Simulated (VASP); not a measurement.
# Cl (Cmce) in VASP: single point with PBEsol

Aim: the single point of Cl with PBEsol.

Everything below comes from runs of VASP 6.6.1. Logs are shortened: lines on timing, memory, paths and dates and some standing lists are left out, and cuts for length are marked.

### 1 The cell of the first run

Symmetry: Cmce, No. 64, orthorhombic system. Conventional cell: a = 7.262 Å, b = 3.887 Å, c = 8.041 Å, α = 90.00°, β = 90.00°, γ = 90.00°. Within 2.7 Å of Cl (site symmetry m) lie 1 Cl at 2.03 Å.

### 2 Single point, PBEsol (28.37 Å³/atom)

INCAR

```
PREC = Accurate
ENCUT = 520
EDIFF = 1E-7
ISMEAR = 0
SIGMA = 0.02
LREAL = False
LASPH = True
NELM = 100
ALGO = Normal
ISIF = 2
LWAVE = False
LCHARG = False
GGA = PS
NBANDS = 22
```

KPOINTS

```
Automatic mesh
0
Gamma
  8 8 4
```

POSCAR

```
Cl
1.0
    3.6310477333     -1.9435314839      0.0000000000
    3.6310477333      1.9435314839      0.0000000000
    0.0000000000      0.0000000000      8.0409539811
Cl
4
Direct
    0.8750880124      0.1249119876      0.1110260964
    0.6249119876      0.3750880124      0.6110260964
    0.1249119876      0.8750880124      0.8889739036
    0.3750880124      0.6249119876      0.3889739036
```

Potentials or basis: VASP PAW PBE potentials, release 64 (Cl).

Run with:

```console
$ cat potpaw_PBE.64/Cl/POTCAR > POTCAR
$ mpirun -np 1 vasp_std > vasp.out
```

OUTCAR:

```text
PREC = Accurate
   ENCUT = 520
   EDIFF = 1E-7
   ISMEAR = 0
   LREAL = False
   LASPH = True
   NELM = 100
   ISIF = 2
   GGA = PS

 ion  position               nearest neighbor table
   1  0.875  0.125  0.111-   3 2.03
   2  0.625  0.375  0.611-   4 2.03
   3  0.125  0.875  0.889-   1 2.03
   4  0.375  0.625  0.389-   2 2.03

  LATTYP: Found a base centered orthorhombic cell.
 ALAT       =     3.8870629678
 B/A-ratio  =     1.8682731735
 C/A-ratio  =     2.0686451564

  Lattice vectors:

 A1 = (  -3.6310477333,  -1.9435314839,   0.0000000000)
 A2 = (   3.6310477333,  -1.9435314839,   0.0000000000)
 A3 = (   0.0000000000,   0.0000000000,   8.0409539811)

Analysis of symmetry for initial positions (statically):
=====================================================================
 Subroutine PRICEL returns:
 Original cell was already a primitive cell.

 Routine SETGRP: Setting up the symmetry group for a
 base centered orthorhombic supercell.

 Subroutine GETGRP returns: Found  8 space group operations
 (whereof  4 operations were pure point group operations)
 out of a pool of  8 trial point group operations.

The static configuration has the point symmetry C_2h.
 The point group associated with its full space group is D_2h.

Analysis of symmetry for dynamics (positions and initial velocities):
=====================================================================
 Subroutine PRICEL returns:
 Original cell was already a primitive cell.

 Routine SETGRP: Setting up the symmetry group for a
 base centered orthorhombic supercell.

 Subroutine GETGRP returns: Found  8 space group operations
 (whereof  4 operations were pure point group operations)
 out of a pool of  8 trial point group operations.

The dynamic configuration has the point symmetry C_2h.
 The point group associated with its full space group is D_2h.

 Subroutine INISYM returns: Found  8 space group operations
 (whereof  4 operations are pure point group operations),
 and found     1 'primitive' translations

----------------------------------------------------------------------------------------

                                     Primitive cell

  volume of cell :     113.4909

  direct lattice vectors                    reciprocal lattice vectors
     3.631047733 -1.943531484  0.000000000     0.137701302 -0.257263648  0.000000000
     3.631047733  1.943531484  0.000000000     0.137701302  0.257263648  0.000000000
     0.000000000  0.000000000  8.040953981     0.000000000  0.000000000  0.124363353

  length of vectors
     4.118473294  4.118473294  8.040953981     0.291798275  0.291798275  0.124363353

  position of ions in fractional coordinates (direct lattice)
     0.875088012  0.124911988  0.111026096
     0.624911988  0.375088012  0.611026096
     0.124911988  0.875088012  0.888973904
     0.375088012  0.624911988  0.388973904

  ion indices of the primitive-cell ions
   primitive index   ion index
                 1           1
                 2           2
                 3           3
                 4           4

----------------------------------------------------------------------------------------

 KPOINTS: Automatic mesh

Automatic generation of k-mesh.
 Grid dimensions read from file:
 generate k-points for:    8    8    4

 Generating k-lattice:

  Cartesian coordinates                     Fractional coordinates (reciprocal lattice)
     0.017212663 -0.032157956  0.000000000     0.125000000  0.000000000  0.000000000
     0.017212663  0.032157956  0.000000000     0.000000000  0.125000000  0.000000000
     0.000000000  0.000000000  0.031090838     0.000000000  0.000000000  0.250000000

  Length of vectors
     0.036474784  0.036474784  0.031090838

  Shift w.r.t. Gamma in fractional coordinates (k-lattice)
     0.000000000  0.000000000  0.000000000

 Subroutine IBZKPT returns following result:
 ===========================================

 Found     63 irreducible k-points:

 Following reciprocal coordinates:
            Coordinates               Weight
  0.000000  0.000000  0.000000      1.000000
  0.125000  0.000000  0.000000      4.000000
  0.250000  0.000000  0.000000      4.000000
  0.375000 -0.000000  0.000000      4.000000
  0.500000  0.000000  0.000000      2.000000
  0.125000  0.125000  0.000000      2.000000
[... 16 lines left out ...]
  0.125000  0.000000  0.250000      8.000000
  0.250000  0.000000  0.250000      8.000000
 [... further k-points ...]
   k-points           NKPTS =     63   k-points in BZ     NKDIM =     63   number of bands    NBANDS=     22
   number of dos      NEDOS =    301   number of ions     NIONS =      4
   total plane-waves  NPLWV =  61440
   dimension x,y,z NGX =    32 NGY =   32 NGZ =   60
   dimension x,y,z NGXF=    64 NGYF=   64 NGZF=  120
   ions per type =               4
   NGX,Y,Z   is equivalent  to a cutoff of  12.92, 12.92, 12.40 a.u.
   NGXF,Y,Z  is equivalent  to a cutoff of  25.83, 25.83, 24.81 a.u.
 SYSTEM =  unknown system
   PREC   = accura    normal or accurate (medium, high low for compatibility)
   ISTART =      0    job   : 0-new  1-cont  2-samecut
   ICHARG =      2    charge: 1-file 2-atom 10-const
   ISPIN  =      1    spin polarized calculation?
   LNONCOLLINEAR =      F non collinear calculations
   LSORBIT =      F    spin-orbit coupling
   LASPH  =      T    aspherical Exc in radial PAW
   ENCUT  =  520.0 eV  38.22 Ry    6.18 a.u.   7.66  7.66 14.95*2*pi/ulx,y,z
   NELM   =    100;   NELMIN=  2; NELMDL= -5     # of ELM steps
   EDIFF  = 0.1E-06   stopping-criterion for ELM
   LREAL  =      F    real-space projection
   EDIFFG = 0.1E-05   stopping-criterion for IOM
   NSW    =      0    number of steps for IOM
   IBRION =     -1    ionic relax: 0-MD 1-quasi-New 2-CG
   NFREE  =      0    steps in history (QN), initial steepest desc. (CG)
   ISIF   =      2    stress and relaxation
   ISYM   =      2    0-nonsym 1-usesym 2-fastsym
   POTIM  = 0.5000    time-step for ionic-motion
   TEBEG  =    0.0;   TEEND  =   0.0 temperature during run
   PSTRESS=    0.0 pullay stress
   NELECT =      28.0000    total number of electrons
   NUPDOWN=      -1.0000    fix difference up-down
   EMIN   =  10.00;   EMAX   =-10.00  energy-range for DOS
   EFERMI =   0.00;   METHOD = LEGACY
   ISMEAR =     0;   SIGMA  =   0.02  broadening in eV -4-tet -1-fermi 0-gaus
   EFERMI_NEDOS =   21; number of points for ismear=-14 and -15
   IALGO  =     38    algorithm
   IMIX   =      4    mixing-type and parameters
     AMIX     =   0.40;   BMIX     =  1.00
     AMIX_MAG =   1.60;   BMIX_MAG =  1.00
  volume/ion in A,a.u.               =      28.37       191.47
  Fermi-wavevector in a.u.,A,eV,Ry     =   1.026771  1.940317 14.344074  1.054260
  Thomas-Fermi vector in A             =   2.160682
   LORBIT       =      0    0 simple, 1 ext, 2 COOP (PROOUT), +10 PAW based schemes
   GGA     = PS    functional components
   LHFCALC =     F    Hartree Fock is set to
   AEXX    =    0.0000 exact exchange contribution
   IVDW    =     0    specifies the selected vdW correction
   LEPSILON=     F    determine dielectric tensor
   LRPA    =     F    only Hartree local field effects (RPA)
 non-spin polarized calculation
 Gauss-broadening in eV      SIGMA  =   0.02
  energy-cutoff  :      520.00
  volume of cell :      113.49
 maximum number of plane-waves:      3091
   NGX = 15   NGY = 15   NGZ = 29

 number of electron      28.0000002 magnetization

 Free energy of the ion-electron system (eV)
  ---------------------------------------------------
  ext. energy  EPLUGINS =         0.00000000
  ---------------------------------------------------
  free energy    TOTEN  =        -8.05700869 eV

  energy without entropy =       -8.05700869  energy(sigma->0) =       -8.05700869

 E-fermi :  -0.1362     XC(G=0):  -7.9550

 val. band max:       -0.2801066396   @ k =   0.0000   0.0000   0.0000
 cond. band min:       1.7949488014   @ k =   0.0000   0.0000   0.0000
 fundamental gap:      2.0750554410
 Fermi energy:        -0.1362341800

 k-point     1 :       0.0000    0.0000    0.0000
  band No.  band energies     occupation
      1     -17.1207      2.00000
      2     -16.6803      2.00000
      3     -13.4992      2.00000
      4     -12.3162      2.00000
      5      -6.2172      2.00000
      6      -4.5671      2.00000
[... 14 lines left out ...]
     21      10.4126      0.00000
     22      10.4178      0.00000

 k-point     2 :       0.1250    0.0000    0.0000
  band No.  band energies     occupation
      1     -17.0791      2.00000
      2     -16.6684      2.00000
      3     -13.4571      2.00000
      4     -12.3696      2.00000
      5      -6.2081      2.00000
      6      -4.6867      2.00000
[... 14 lines left out ...]
     21      10.0484      0.00000
     22      10.4092      0.00000

 k-point     3 :       0.2500    0.0000    0.0000
  band No.  band energies     occupation
      1     -16.9685      2.00000
      2     -16.6470      2.00000
      3     -13.3391      2.00000
      4     -12.5178      2.00000
      5      -6.1817      2.00000
      6      -5.0506      2.00000
[... 14 lines left out ...]
     21       9.6650      0.00000
     22      10.5423      0.00000

 k-point     4 :       0.3750   -0.0000    0.0000
  band No.  band energies     occupation
      1     -16.8284      2.00000
      2     -16.6502      2.00000
      3     -13.1643      2.00000
      4     -12.7267      2.00000
      5      -6.1072      2.00000
      6      -5.5259      2.00000
[... 14 lines left out ...]
     21      10.1938      0.00000
     22      10.8995      0.00000

 k-point     5 :       0.5000    0.0000    0.0000
  band No.  band energies     occupation
      1     -16.7102      2.00000
      2     -16.7102      2.00000
      3     -12.9531      2.00000
      4     -12.9531      2.00000
      5      -5.9043      2.00000
      6      -5.9043      2.00000
[... 14 lines left out ...]
     21      11.0828      0.00000
     22      11.0828      0.00000

 k-point     6 :       0.1250    0.1250    0.0000
  band No.  band energies     occupation
      1     -17.1053      2.00000
      2     -16.6691      2.00000
      3     -13.4829      2.00000
      4     -12.3130      2.00000
      5      -6.2019      2.00000
      6      -4.5759      2.00000
[... 14 lines left out ...]
     21      10.0413      0.00000
     22      10.0955      0.00000

 k-point     7 :       0.2500    0.1250    0.0000
  band No.  band energies     occupation
      1     -17.0521      2.00000
      2     -16.6495      2.00000
      3     -13.4282      2.00000
      4     -12.3656      2.00000
      5      -6.1805      2.00000
      6      -4.7061      2.00000
[... 324 lines left out ...]
      6      -5.1327      2.00000
[... 14 lines left out ...]
     21      10.1008      0.00000
     22      10.2815      0.00000

 k-point    21 :       0.5000    0.5000    0.0000
  band No.  band energies     occupation
      1     -17.0136      2.00000
      2     -16.6026      2.00000
      3     -13.3856      2.00000
      4     -12.2945      2.00000
      5      -6.0965      2.00000
      6      -4.6262      2.00000
[... 14 lines left out ...]
     21       9.9242      0.00000
     22      10.5183      0.00000

 k-point    22 :       0.0000    0.0000    0.2500
  band No.  band energies     occupation
      1     -17.0664      2.00000
      2     -16.7578      2.00000
      3     -13.3282      2.00000
      4     -12.4982      2.00000
      5      -5.9945      2.00000
      6      -4.8637      2.00000
[... 14 lines left out ...]
     21      10.6527      0.00000
     22      10.6740      0.00000

 k-point    23 :       0.1250    0.0000    0.2500
  band No.  band energies     occupation
      1     -17.0279      2.00000
      2     -16.7398      2.00000
      3     -13.2995      2.00000
      4     -12.5356      2.00000
      5      -6.0046      2.00000
      6      -4.9565      2.00000
[... 14 lines left out ...]
     21       9.9688      0.00000
     22      10.4734      0.00000

 k-point    24 :       0.2500    0.0000    0.2500
  band No.  band energies     occupation
      1     -16.9269      2.00000
      2     -16.7007      2.00000
      3     -13.2197      2.00000
      4     -12.6414      2.00000
      5      -6.0156      2.00000
      6      -5.1941      2.00000
[... 14 lines left out ...]
     21       9.7938      0.00000
     22      10.0854      0.00000

 [... further k-points ...]

------------------------ aborting loop because EDIFF is reached ----------------------------------------

  FORCE on cell =-STRESS in cart. coord.  units (eV):
  Direction    XX          YY          ZZ          XY          YZ          ZX
  --------------------------------------------------------------------------------------
  -------------------------------------------------------------------------------------
  Total       -0.1339802     -0.2068165     -0.4901705      0.0000000      0.0000000      0.0000000
  in kB       -1.8914299     -2.9196767     -6.9198501      0.0000000      0.0000000      0.0000000
  external PRESSURE =      -3.9103189 kB  Pullay stress =       0.0000000 kB

 VOLUME and BASIS-vectors are now :
 -----------------------------------------------------------------------------
  energy-cutoff  :      520.00
  volume of cell :      113.49
      direct lattice vectors                 reciprocal lattice vectors
     3.631047733 -1.943531484  0.000000000     0.137701302 -0.257263648  0.000000000
     3.631047733  1.943531484  0.000000000     0.137701302  0.257263648  0.000000000
     0.000000000  0.000000000  8.040953981     0.000000000  0.000000000  0.124363353

 POSITION                                       TOTAL-FORCE (eV/Angst)
 -----------------------------------------------------------------------------------
      3.63105     -1.45799      0.89276         0.000000     -0.063616     -0.124985
      3.63105     -0.48554      4.91323         0.000000      0.063616     -0.124985
      3.63105      1.45799      7.14820         0.000000      0.063616      0.124985
      3.63105      0.48554      3.12772         0.000000     -0.063616      0.124985
 -----------------------------------------------------------------------------------
    total drift:                                0.000000     -0.000000     -0.000000

  FREE ENERGIE OF THE ION-ELECTRON SYSTEM (eV)
  ---------------------------------------------------
  free  energy   TOTEN  =        -8.0570086887 eV

  energy  without entropy=       -8.0570086887  energy(sigma->0) =       -8.05700869
```

Wall time 68 s (1 thread of Intel Xeon 6975P-C (Granite Rapids), shared host); peak memory 0.28 GiB.

What came out:

```
Free energy            : -8.0570 eV
Pressure               : -0.4 GPa
Largest force          : 0.140 eV/Å
Band gap on the k mesh : 2.08 eV
```

Forces on the atoms (eV/Å):
```
Cl   0.000 -0.064 -0.125
Cl   0.000  0.064 -0.125
Cl   0.000  0.064  0.125
Cl   0.000 -0.064  0.125
```

Levels at points of the mesh, in eV from the valence-band top:
| k point | band 11 | band 12 | band 13 | band 14 | band 15 | band 16 | band 17 | band 18 |
| --- | --- | --- | --- | --- | --- | --- | --- | --- |
| (0.00, 0.00, 0.00) | -1.17 | -0.56 | -0.44 | 0.00 | 2.08 | 3.07 | 6.21 | 6.86 |
| (0.50, 0.00, 0.00) | -1.04 | -1.04 | -0.56 | -0.56 | 2.97 | 2.97 | 7.66 | 7.66 |
| (0.50, 0.50, 0.00) | -1.50 | -1.26 | -0.46 | -0.16 | 2.12 | 2.99 | 8.15 | 8.23 |
| (0.00, 0.00, 0.50) | -0.98 | -0.98 | -0.26 | -0.26 | 2.50 | 2.50 | 6.72 | 6.72 |
| (0.50, 0.00, 0.50) | -0.66 | -0.66 | -0.20 | -0.20 | 2.52 | 2.52 | 7.95 | 7.95 |
| (0.50, 0.50, 0.50) | -1.02 | -1.02 | -0.77 | -0.77 | 2.50 | 2.50 | 8.94 | 8.94 |

Caveat: this functional lacks dispersion, which holds the molecules together, so the pressure and a relaxed volume are unreliable; the PAW data sets were made with another functional, which shifts forces and pressure a little. A k mesh can miss the band edges.
